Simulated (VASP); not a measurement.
# Sr2TeO (P-6m2) in VASP: a series of runs, part 3 of 3

VASP 6.6.1. Earlier steps stand in the parts before.

## (5) Single point, PBE

This run uses another cell than the first one, of 26.87 Å³/atom.

Contents of INCAR:

```
PREC = Accurate ; ENCUT = 520
EDIFF = 1E-7 ; ISMEAR = 0
SIGMA = 0.02 ; LREAL = False
LASPH = True ; NELM = 60
ALGO = Normal ; ISIF = 2
LWAVE = False ; LCHARG = False
GGA = PE ; NBANDS = 24
```

Contents of KPOINTS:

```
Automatic mesh
0
Gamma
  12 12 4
```

Contents of POSCAR:

```
Sr2TeO
1.0
    4.0636193645      0.0000000000      0.0000000000
   -2.0318096822      3.5191976010      0.0000000000
    0.0000000000      0.0000000000      7.5160164113
Sr Te O
2 1 1
Direct
    0.0000000000      0.0000000000      0.7069218417
    0.0000000000      0.0000000000      0.2930781583
    0.3333333333      0.6666666667      0.0000000000
    0.6666666667      0.3333333333      0.5000000000
```

Potentials or basis: VASP PAW PBE potentials, release 64 (Sr_sv, Te, O).

Started as:

```console
$ cat potpaw_PBE.64/Sr_sv/POTCAR potpaw_PBE.64/Te/POTCAR potpaw_PBE.64/O/POTCAR > POTCAR
$ mpirun -np 1 vasp_std > vasp.out
```

OUTCAR:

```text
PREC = Accurate
   ENCUT = 520
   EDIFF = 1E-7
   ISMEAR = 0
   LREAL = False
   LASPH = True
   NELM = 60
   ISIF = 2
   GGA = PE

 ion  position               nearest neighbor table
   1  0.000  0.000  0.707-   4 2.81   4 2.81   4 2.81   2 3.11   3 3.22   3 3.22   3 3.22   2 4.41
                             2 5.12   2 5.12   2 5.12   2 5.12   2 5.12   2 5.12
   2  0.000  0.000  0.293-   4 2.81   4 2.81   4 2.81   1 3.11   3 3.22   3 3.22   3 3.22   1 4.41
                             1 5.12   1 5.12   1 5.12   1 5.12   1 5.12   1 5.12
   3  0.333  0.667  0.000-   1 3.22   2 3.22   1 3.22   2 3.22   1 3.22   2 3.22
[... 852 lines left out ...]
  -------------------------------------------------------------------------------------
  Total        0.1044573      0.1044573      0.1705093      0.0000000      0.0000000     -0.0000000
  in kB        1.5570581      1.5570581      2.5416420      0.0000000      0.0000000     -0.0000000
  external PRESSURE =       1.8852527 kB  Pullay stress =       0.0000000 kB

 VOLUME and BASIS-vectors are now :
 -----------------------------------------------------------------------------
  energy-cutoff  :      520.00
  volume of cell :      107.48
      direct lattice vectors                 reciprocal lattice vectors
     4.063619365  0.000000000  0.000000000     0.246086041  0.142077842  0.000000000
    -2.031809682  3.519197601  0.000000000     0.000000000  0.284155684  0.000000000
     0.000000000  0.000000000  7.516016411     0.000000000  0.000000000  0.133049204

 POSITION                                       TOTAL-FORCE (eV/Angst)
 -----------------------------------------------------------------------------------
      0.00000      0.00000      5.31324         0.000000      0.000000      0.007368
      0.00000      0.00000      2.20278         0.000000      0.000000     -0.007368
     -0.00000      2.34613      0.00000        -0.000000     -0.000000      0.000000
      2.03181      1.17307      3.75801         0.000000     -0.000000      0.000000
 -----------------------------------------------------------------------------------
    total drift:                               -0.000000      0.000000      0.000000

  FREE ENERGIE OF THE ION-ELECTRON SYSTEM (eV)
  ---------------------------------------------------
  free  energy   TOTEN  =       -18.6916571756 eV

  energy  without entropy=      -18.6916571756  energy(sigma->0) =      -18.69165718
```

It took 1.8 min on 1 thread of AMD EPYC 7R13 (Zen 3), shared host; peak memory 0.28 GiB.

What came out:

```yaml
Free_energy: -18.6917 eV
Pressure: 0.2 GPa
Largest_force: 0.007 eV/Å
Band_gap_on_the_k_mesh: 0.60 eV
```

Forces in eV/Å, atoms in the order of the input:
```
Sr   0.000  0.000  0.007
Sr   0.000  0.000 -0.007
Te   0.000  0.000  0.000
O    0.000  0.000  0.000
```

Levels at points of the mesh, in eV from the valence-band top:
| k point | band 14 | band 15 | band 16 | band 17 | band 18 | band 19 |
| --- | --- | --- | --- | --- | --- | --- |
| (0.00, 0.00, 0.00) | -1.72 | 0.00 | 0.00 | 0.60 | 2.32 | 3.41 |
| (0.50, 0.00, 0.00) | -2.51 | -2.12 | -0.87 | 1.34 | 2.45 | 3.73 |
| (0.00, 0.00, 0.50) | -2.43 | -0.14 | -0.14 | 2.33 | 2.74 | 2.96 |
| (0.50, 0.00, 0.50) | -2.40 | -2.24 | -0.91 | 1.83 | 2.23 | 3.27 |

Caveat: spin-orbit coupling is left out, which moves the levels of the heavy elements.

## (6) Relaxation of cell and atoms, PBE

This run uses another cell than the first one, of 26.95 Å³/atom.

Contents of INCAR:

```
SYSTEM = Sr2TeO
PREC = Accurate
ENCUT = 600
EDIFF = 1E-6
ISMEAR = 0
SIGMA = 0.02
LREAL = .FALSE.
LASPH = .TRUE.
NELM = 80
ALGO = Normal
ISIF = 3
LWAVE = .FALSE.
LCHARG = .FALSE.
GGA = PE
IBRION = 2
NSW = 100
EDIFFG = -0.01
```

Contents of KPOINTS:

```
Automatic mesh
0
G
  12 12 4
  0 0 0
```

Contents of POSCAR:

```
Sr2TeO
1.0
    4.0673240185      0.0000000000      0.0000000000
   -2.0336620092      3.5224059254      0.0000000000
    0.0000000000      0.0000000000      7.5249058351
Sr Te O
2 1 1
Direct
    0.0000000000      0.0000000000      0.7070160329
    0.0000000000      0.0000000000      0.2929839671
    0.3333333333      0.6666666667      0.0000000000
    0.6666666667      0.3333333333      0.5000000000
```

Potentials or basis: VASP PAW PBE potentials, release 64 (Sr_sv, Te, O).

Started as:

```console
$ cat potpaw_PBE.64/Sr_sv/POTCAR potpaw_PBE.64/Te/POTCAR potpaw_PBE.64/O/POTCAR > POTCAR
$ mpirun -np 1 vasp_std > vasp.out
```

OUTCAR:

```text
SYSTEM = Sr2TeO
   PREC = Accurate
   ENCUT = 600
   EDIFF = 1E-6
   ISMEAR = 0
   LREAL = .FALSE.
   LASPH = .TRUE.
   NELM = 80
   ISIF = 3
   GGA = PE
   IBRION = 2
   NSW = 100
   EDIFFG = -0.01

 ion  position               nearest neighbor table
   1  0.000  0.000  0.707-   4 2.82   4 2.82   4 2.82   2 3.12   3 3.22   3 3.22   3 3.22   2 4.41
                             2 5.12   2 5.12   2 5.12   2 5.12   2 5.12   2 5.12
   2  0.000  0.000  0.293-   4 2.82   4 2.82   4 2.82   1 3.12   3 3.22   3 3.22   3 3.22   1 4.41
[... 759 lines left out ...]
  -------------------------------------------------------------------------------------
  Total        0.0131246      0.0131246      0.0322208      0.0000000      0.0000000     -0.0000000
  in kB        0.1950510      0.1950510      0.4788481      0.0000000      0.0000000     -0.0000000
  external PRESSURE =       0.2896501 kB  Pullay stress =       0.0000000 kB

 VOLUME and BASIS-vectors are now :
 -----------------------------------------------------------------------------
  energy-cutoff  :      600.00
  volume of cell :      107.81
      direct lattice vectors                 reciprocal lattice vectors
     4.067324018  0.000000000  0.000000000     0.245861897  0.141948433  0.000000000
    -2.033662009  3.522405925  0.000000000     0.000000000  0.283896865  0.000000000
     0.000000000  0.000000000  7.524905835     0.000000000  0.000000000  0.132892028

 POSITION                                       TOTAL-FORCE (eV/Angst)
 -----------------------------------------------------------------------------------
      0.00000      0.00000      5.32023         0.000000      0.000000      0.006569
      0.00000      0.00000      2.20468         0.000000      0.000000     -0.006569
     -0.00000      2.34827      0.00000         0.000000     -0.000000      0.000000
      2.03366      1.17414      3.76245        -0.000000      0.000000      0.000000
 -----------------------------------------------------------------------------------
    total drift:                               -0.000000      0.000000      0.000000

  FREE ENERGIE OF THE ION-ELECTRON SYSTEM (eV)
  ---------------------------------------------------
  free  energy   TOTEN  =       -18.6934197457 eV

  energy  without entropy=      -18.6934197457  energy(sigma->0) =      -18.69341975

 reached required accuracy - stopping structural energy minimisation
```

CONTCAR:

```text
Sr2TeO
   1.00000000000000
     4.0673240184999999    0.0000000000000000    0.0000000000000000
    -2.0336620092000000    3.5224059254000002    0.0000000000000000
     0.0000000000000000    0.0000000000000000    7.5249058351000002
  Sr              Te              O
     2     1     1
Direct
     0.0000000000000000    0.0000000000000000    0.7070160329000004
     0.0000000000000000    0.0000000000000000    0.2929839670999996
     0.3333333332999970    0.6666666667000030    0.0000000000000000
     0.6666666667000030    0.3333333332999970    0.5000000000000000

  0.00000000E+00  0.00000000E+00  0.00000000E+00
  0.00000000E+00  0.00000000E+00  0.00000000E+00
  0.00000000E+00  0.00000000E+00  0.00000000E+00
  0.00000000E+00  0.00000000E+00  0.00000000E+00
```

Wall time 98 s (1 thread of AMD EPYC 7R13 (Zen 3), shared host); peak memory 0.31 GiB.

Results:

```
Free energy                  : -18.6934 eV
Pressure after relaxing      : 0.0 GPa
Largest force after relaxing : 0.007 eV/Å
Band gap on the k mesh       : 0.60 eV
```

Forces on the atoms (eV/Å):
```
Sr   0.000  0.000  0.007
Sr   0.000  0.000 -0.007
Te   0.000  0.000  0.000
O    0.000  0.000  0.000
```

Final structure:
```cif
data_structure
_symmetry_space_group_name_H-M 'P 1'
_symmetry_Int_Tables_number 1
_cell_length_a 4.0673
_cell_length_b 4.0673
_cell_length_c 7.5249
_cell_angle_alpha 90.000
_cell_angle_beta 90.000
_cell_angle_gamma 120.000
_cell_volume 107.81
loop_
_atom_site_label
_atom_site_type_symbol
_atom_site_fract_x
_atom_site_fract_y
_atom_site_fract_z
_atom_site_occupancy
Sr1 Sr 0.00000 0.00000 0.70702 1
Sr2 Sr 0.00000 0.00000 0.29298 1
Te1 Te 0.33333 0.66667 0.00000 1
O1 O 0.66667 0.33333 0.50000 1
```

Levels at points of the mesh, in eV from the valence-band top:
```
           k point  band 14  band 15  band 16  band 17  band 18  band 19
(0.00, 0.00, 0.00)    -1.72     0.00     0.00     0.60     2.31     3.42
(0.50, 0.00, 0.00)    -2.50    -2.11    -0.86     1.35     2.45     3.73
(0.00, 0.00, 0.50)    -2.42    -0.13    -0.13     2.33     2.74     2.95
(0.50, 0.00, 0.50)    -2.39    -2.23    -0.90     1.84     2.24     3.27
```

Caveat: the relaxation stopped at its first step, so nothing moved; spin-orbit coupling is left out, which moves the levels of the heavy elements.

## (7) Summary

```tsv
task	cell	k mesh	cutoff (eV)	smearing	gap on the mesh (eV)	pressure (GPa)	largest force (eV/Å)
single point	a = 3.850, b = 3.850, c = 5.967 Å, angles 90.0, 90.0, 120.0°, 4 atoms, atomic positions A	6 × 6 × 4	520	gaussian 0.1 eV	1.45	47.5	7.54
single point	a = 4.067, b = 4.067, c = 7.525 Å, angles 90.0, 90.0, 120.0°, 4 atoms, atomic positions B	6 × 6 × 4	520	gaussian 0.1 eV	0.60	0.1	0.01
relaxation of cell and atoms	relaxed from a = 3.850, b = 3.850, c = 5.967 Å, angles 90.0, 90.0, 120.0°, 4 atoms, atomic positions A	6 × 6 × 4	600	gaussian 0.1 eV	0.66	0.1	-
single point	a = 4.064, b = 4.064, c = 7.516 Å, angles 90.0, 90.0, 120.0°, 4 atoms, atomic positions B	12 × 12 × 4	520	gaussian 0.02 eV	0.60	0.2	0.01
relaxation of cell and atoms	relaxed from a = 4.067, b = 4.067, c = 7.525 Å, angles 90.0, 90.0, 120.0°, 4 atoms, atomic positions B	12 × 12 × 4	600	gaussian 0.02 eV	0.60	0.0	0.01
```

Alike in all rows: level PBE; potentials or basis VASP PAW PBE potentials, release 64 (Sr_sv, Te, O); no spin polarisation.

Caveats: spin-orbit coupling is left out, which moves the levels of the heavy elements; the cell stands under pressure (at least some runs); forces of over 1 eV/Å act on the atoms, so gaps and moduli don't describe the material at rest (at least some runs); the volume moved by over 15 % at a fixed basis, so the end points are rough (at least some runs); the relaxation stopped at its first step, so nothing moved (at least some runs).

Total energies depend on the potentials used, so only differences within one code and one set of settings carry meaning.
